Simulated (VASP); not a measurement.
# Ti (Fm-3m) in VASP: notebook, part 2 of 2

VASP 6.6.1.

### Step 3. Single point, LDA (volume scaled by 0.84)

Contents of INCAR:

```
ALGO     = Normal         # electronic algorithm
EDIFF    = 1E-6           # SCF threshold, eV
ENCUT    = 520            # plane-wave cutoff, eV
ISIF     = 2              # what is computed and relaxed
ISMEAR   = -1             # smearing method
LASPH    = T              # aspherical terms in the spheres
LCHARG   = T              # write CHGCAR
LELF     = T              # ELF
LREAL    = F              # projectors in reciprocal space
LVHAR    = T            
LWAVE    = F              # write WAVECAR
NBANDS   = 12             # bands
NELM     = 80             # most SCF steps
PREC     = Accurate       # precision mode
SIGMA    = 0.1            # smearing width, eV
```

Contents of KPOINTS:

```
k-points
0
Gamma
  18 18 18
```

Contents of POSCAR:

```
Ti
1.0
    0.0000000000      1.8892884408      1.8892884408
    1.8892884408      0.0000000000      1.8892884408
    1.8892884408      1.8892884408      0.0000000000
Ti
1
Direct
    0.0000000000      0.0000000000      0.0000000000
```

Potentials or basis: VASP PAW LDA potentials, release 64 (Ti_sv).

Launch:

```bash
> cat potpaw_LDA.64/Ti_sv/POTCAR > POTCAR
> mpirun -np 1 vasp_std > vasp.out
```

OUTCAR:

```text
EDIFF = 1E-6
   ENCUT = 520
   ISIF = 2
   ISMEAR = -1
   LASPH = T
   LREAL = F
   NELM = 80
   PREC = Accurate

 ion  position               nearest neighbor table
   1  0.000  0.000  0.000-

  LATTYP: Found a face centered cubic cell.
 ALAT       =     3.7785768816

  Lattice vectors:

 A1 = (   0.0000000000,   1.8892884408,   1.8892884408)
 A2 = (   1.8892884408,   0.0000000000,   1.8892884408)
 A3 = (   1.8892884408,   1.8892884408,   0.0000000000)

Analysis of symmetry for initial positions (statically):
=====================================================================
 Subroutine PRICEL returns:
 Original cell was already a primitive cell.

 Routine SETGRP: Setting up the symmetry group for a
 face centered cubic supercell.

 Subroutine GETGRP returns: Found 48 space group operations
 (whereof 48 operations were pure point group operations)
 out of a pool of 48 trial point group operations.

The static configuration has the point symmetry O_h .

Analysis of symmetry for dynamics (positions and initial velocities):
=====================================================================
 Subroutine PRICEL returns:
 Original cell was already a primitive cell.

 Routine SETGRP: Setting up the symmetry group for a
 face centered cubic supercell.

 Subroutine GETGRP returns: Found 48 space group operations
 (whereof 48 operations were pure point group operations)
 out of a pool of 48 trial point group operations.

The dynamic configuration has the point symmetry O_h .

 Subroutine INISYM returns: Found 48 space group operations
 (whereof 48 operations are pure point group operations),
 and found     1 'primitive' translations

----------------------------------------------------------------------------------------

                                     Primitive cell

  volume of cell :      13.4873

  direct lattice vectors                    reciprocal lattice vectors
     0.000000000  1.889288441  1.889288441    -0.264649902  0.264649902  0.264649902
     1.889288441  0.000000000  1.889288441     0.264649902 -0.264649902  0.264649902
     1.889288441  1.889288441  0.000000000     0.264649902  0.264649902 -0.264649902

  length of vectors
     2.671857336  2.671857336  2.671857336     0.458387076  0.458387076  0.458387076

  position of ions in fractional coordinates (direct lattice)
     0.000000000  0.000000000  0.000000000

  ion indices of the primitive-cell ions
   primitive index   ion index
                 1           1

----------------------------------------------------------------------------------------

 KPOINTS: k-points

Automatic generation of k-mesh.
 Grid dimensions read from file:
 generate k-points for:   18   18   18

 Generating k-lattice:

  Cartesian coordinates                     Fractional coordinates (reciprocal lattice)
    -0.014702772  0.014702772  0.014702772     0.055555556  0.000000000  0.000000000
     0.014702772 -0.014702772  0.014702772     0.000000000  0.055555556  0.000000000
     0.014702772  0.014702772 -0.014702772     0.000000000  0.000000000  0.055555556

  Length of vectors
     0.025465949  0.025465949  0.025465949

  Shift w.r.t. Gamma in fractional coordinates (k-lattice)
     0.000000000  0.000000000  0.000000000

 Subroutine IBZKPT returns following result:
 ===========================================

 Found    195 irreducible k-points:

 Following reciprocal coordinates:
            Coordinates               Weight
  0.000000  0.000000  0.000000      1.000000
  0.055556  0.000000  0.000000      8.000000
  0.111111  0.000000  0.000000      8.000000
  0.166667  0.000000  0.000000      8.000000
  0.222222  0.000000  0.000000      8.000000
  0.277778  0.000000  0.000000      8.000000
[... 16 lines left out ...]
 -0.277778  0.055556  0.000000     24.000000
 -0.222222  0.055556  0.000000     24.000000
 [... further k-points ...]
   k-points           NKPTS =    195   k-points in BZ     NKDIM =    195   number of bands    NBANDS=     12
   number of dos      NEDOS =    301   number of ions     NIONS =      1
   total plane-waves  NPLWV =   8000
   dimension x,y,z NGX =    20 NGY =   20 NGZ =   20
   dimension x,y,z NGXF=    40 NGYF=   40 NGZF=   40
   ions per type =               1
   NGX,Y,Z   is equivalent  to a cutoff of  12.44, 12.44, 12.44 a.u.
   NGXF,Y,Z  is equivalent  to a cutoff of  24.89, 24.89, 24.89 a.u.
 SYSTEM =  unknown system
   PREC   = accura    normal or accurate (medium, high low for compatibility)
   ISTART =      0    job   : 0-new  1-cont  2-samecut
   ICHARG =      2    charge: 1-file 2-atom 10-const
   ISPIN  =      1    spin polarized calculation?
   LNONCOLLINEAR =      F non collinear calculations
   LSORBIT =      F    spin-orbit coupling
   LASPH  =      T    aspherical Exc in radial PAW
   ENCUT  =  520.0 eV  38.22 Ry    6.18 a.u.   4.97  4.97  4.97*2*pi/ulx,y,z
   NELM   =     80;   NELMIN=  2; NELMDL= -5     # of ELM steps
   EDIFF  = 0.1E-05   stopping-criterion for ELM
   LREAL  =      F    real-space projection
   EDIFFG = 0.1E-04   stopping-criterion for IOM
   NSW    =      0    number of steps for IOM
   IBRION =     -1    ionic relax: 0-MD 1-quasi-New 2-CG
   NFREE  =      0    steps in history (QN), initial steepest desc. (CG)
   ISIF   =      2    stress and relaxation
   ISYM   =      2    0-nonsym 1-usesym 2-fastsym
   POTIM  = 0.5000    time-step for ionic-motion
   TEBEG  =    0.0;   TEEND  =   0.0 temperature during run
   PSTRESS=    0.0 pullay stress
   NELECT =      12.0000    total number of electrons
   NUPDOWN=      -1.0000    fix difference up-down
   EMIN   =  10.00;   EMAX   =-10.00  energy-range for DOS
   EFERMI =   0.00;   METHOD = LEGACY
   ISMEAR =    -1;   SIGMA  =   0.10  broadening in eV -4-tet -1-fermi 0-gaus
   EFERMI_NEDOS =   21; number of points for ismear=-14 and -15
   IALGO  =     38    algorithm
   IMIX   =      4    mixing-type and parameters
     AMIX     =   0.40;   BMIX     =  1.00
     AMIX_MAG =   1.60;   BMIX_MAG =  1.00
  volume/ion in A,a.u.               =      13.49        91.02
  Fermi-wavevector in a.u.,A,eV,Ry     =   1.574564  2.975494 33.732268  2.479252
  Thomas-Fermi vector in A             =   2.675679
   LORBIT       =      0    0 simple, 1 ext, 2 COOP (PROOUT), +10 PAW based schemes
   GGA     = CA    functional components
   LHFCALC =     F    Hartree Fock is set to
   AEXX    =    0.0000 exact exchange contribution
   IVDW    =     0    specifies the selected vdW correction
   LEPSILON=     F    determine dielectric tensor
   LRPA    =     F    only Hartree local field effects (RPA)
 non-spin polarized calculation
  energy-cutoff  :      520.00
  volume of cell :       13.49
 maximum number of plane-waves:       375
   NGX =  9   NGY =  9   NGZ =  9

 number of electron      12.0000003 magnetization

 Free energy of the ion-electron system (eV)
  ---------------------------------------------------
  ext. energy  EPLUGINS =         0.00000000
  ---------------------------------------------------
  free energy    TOTEN  =        -8.33057560 eV

  energy without entropy =       -8.28986023  energy(sigma->0) =       -8.31021792

 E-fermi :  10.9669     XC(G=0): -13.0475

 val. band max:       10.9633410172   @ k =  -0.2778   0.5000   0.2222
 cond. band min:      10.9821812100   @ k =   0.2778   0.0000   0.0000
 fundamental gap:      0.0188401928
 Fermi energy:        10.9669457600

 k-point     1 :       0.0000    0.0000    0.0000
  band No.  band energies     occupation
      1     -44.7608      2.00000
      2     -20.5189      2.00000
      3     -20.5189      2.00000
      4     -20.5189      2.00000
      5       4.4922      2.00000
      6      11.9041      0.00017
      7      11.9041      0.00017
      8      11.9041      0.00017
      9      14.1738      0.00000
     10      14.1738      0.00000
     11      27.7052      0.00000
     12      33.4138      0.00000
[... 331 lines left out ...]
 k-point    24 :      -0.2222    0.0556    0.0000
  band No.  band energies     occupation
      1     -44.5935      2.00000
      2     -21.2601      2.00000
      3     -20.6561      2.00000
      4     -20.5899      2.00000
      5       6.6026      2.00000
      6      10.9151      1.25349
      7      12.2138      0.00001
      8      12.3397      0.00000
      9      13.8772      0.00000
     10      14.5828      0.00000
     11      27.1069      0.00000
     12      29.0902      0.00000

 [... further k-points ...]

------------------------ aborting loop because EDIFF is reached ----------------------------------------

  FORCE on cell =-STRESS in cart. coord.  units (eV):
  Direction    XX          YY          ZZ          XY          YZ          ZX
  --------------------------------------------------------------------------------------
  -------------------------------------------------------------------------------------
  Total        2.3282722      2.3282722      2.3282722      0.0000000     -0.0000000      0.0000000
  in kB      276.5792189    276.5792189    276.5792189      0.0000000     -0.0000000      0.0000000
  external PRESSURE =     276.5792189 kB  Pullay stress =       0.0000000 kB

 VOLUME and BASIS-vectors are now :
 -----------------------------------------------------------------------------
  energy-cutoff  :      520.00
  volume of cell :       13.49
      direct lattice vectors                 reciprocal lattice vectors
     0.000000000  1.889288441  1.889288441    -0.264649902  0.264649902  0.264649902
     1.889288441  0.000000000  1.889288441     0.264649902 -0.264649902  0.264649902
     1.889288441  1.889288441  0.000000000     0.264649902  0.264649902 -0.264649902

 POSITION                                       TOTAL-FORCE (eV/Angst)
 -----------------------------------------------------------------------------------
      0.00000      0.00000      0.00000         0.000000     -0.000000      0.000000
 -----------------------------------------------------------------------------------
    total drift:                                0.000000     -0.000000      0.000000

  FREE ENERGIE OF THE ION-ELECTRON SYSTEM (eV)
  ---------------------------------------------------
  free  energy   TOTEN  =        -8.3305756030 eV

  energy  without entropy=       -8.2898602317  energy(sigma->0) =       -8.31021792
```

Run time: 11 s. Hardware: 1 thread of Intel Xeon 6975P-C (Granite Rapids), shared host; peak memory 0.14 GiB.

What came out:

| Item | Value |
| --- | --- |
| Free energy | -8.3306 eV |
| Pressure | 27.7 GPa |
| Band gap on the k mesh | zero (band 6 reaches 11.90 eV, above the bottom of band 7 at 10.29 eV) |

Levels at points of the mesh, in eV from the Fermi level:
```csv
k point,band 2,band 3,band 4,band 5,band 6,band 7,band 8,band 9,band 10,band 11
"(0.00, 0.00, 0.00)",-31.49,-31.49,-31.49,-6.47,0.94,0.94,0.94,3.21,3.21,16.74
"(0.50, 0.00, 0.00)",-33.00,-31.67,-31.67,-3.23,0.74,0.74,1.65,4.76,4.76,11.22
"(0.50, 0.50, 0.00)",-32.88,-32.00,-32.00,-3.63,-2.59,4.42,4.73,5.18,5.18,13.88
```

### Step 4. Single point, LDA (volume scaled by 0.92)

Contents of INCAR:

```
SYSTEM = Ti
ALGO     = Normal         ! electronic algorithm
EDIFF    = 1E-6           ! SCF threshold, eV
ENCUT    = 520            ! plane-wave cutoff, eV
ISIF     = 2              ! what is computed and relaxed
ISMEAR   = -1             ! smearing method
LASPH    = .True.         ! aspherical terms in the spheres
LCHARG   = .False.        ! write CHGCAR
LREAL    = .False.        ! projectors in reciprocal space
LWAVE    = .False.        ! write WAVECAR
NBANDS   = 12             ! bands
NELM     = 100            ! most SCF steps
PREC     = Accurate       ! precision mode
SIGMA    = 0.1            ! smearing width, eV
```

Contents of KPOINTS:

```
k-points
0
Gamma
  18 18 18
  0 0 0
```

Contents of POSCAR:

```
Ti
1.0
    0.0000000000      1.9474565695      1.9474565695
    1.9474565695      0.0000000000      1.9474565695
    1.9474565695      1.9474565695      0.0000000000
Ti
1
Direct
    0.0000000000      0.0000000000      0.0000000000
```

Launch:

```bash
> cat potpaw_LDA.64/Ti_sv/POTCAR > POTCAR
> mpirun -np 1 vasp_std > vasp.out
```

Wall time 11 s (1 thread of Intel Xeon 6975P-C (Granite Rapids), shared host); peak memory 0.14 GiB.

It converged, with:

```
Free energy            : -8.4832 eV
Pressure               : 11.3 GPa
Band gap on the k mesh : zero (band 6 reaches 10.74 eV, above the bottom of band 7 at 9.22 eV)
```

Levels at points of the mesh, in eV from the Fermi level:
```csv
k point,band 3,band 4,band 5,band 6,band 7,band 8,band 9,band 10
"(0.00, 0.00, 0.00)",-31.77,-31.77,-6.35,0.92,0.92,0.92,2.93,2.93
"(0.50, 0.00, 0.00)",-31.91,-31.91,-2.98,0.75,0.75,1.24,4.30,4.30
"(0.50, 0.50, 0.00)",-32.17,-32.17,-3.21,-2.24,3.78,4.27,4.67,4.67
```

### Step 5. Overview

```csv
cell,gap on the mesh (eV),pressure (GPa)
"a = 2.584 Å, angles 60.0°, 1 atom",none,51.1
"a = 2.672 Å, angles 60.0°, 1 atom",none,27.7
"a = 2.754 Å, angles 60.0°, 1 atom",none,11.3
```

Alike in all rows: task single point; level LDA; potentials or basis VASP PAW LDA potentials, release 64 (Ti_sv); no spin polarisation; k mesh 18 × 18 × 18; cutoff (eV) 520; smearing fermi-dirac 0.1 eV.

Absolute energies hang on the potentials; compare differences alone.
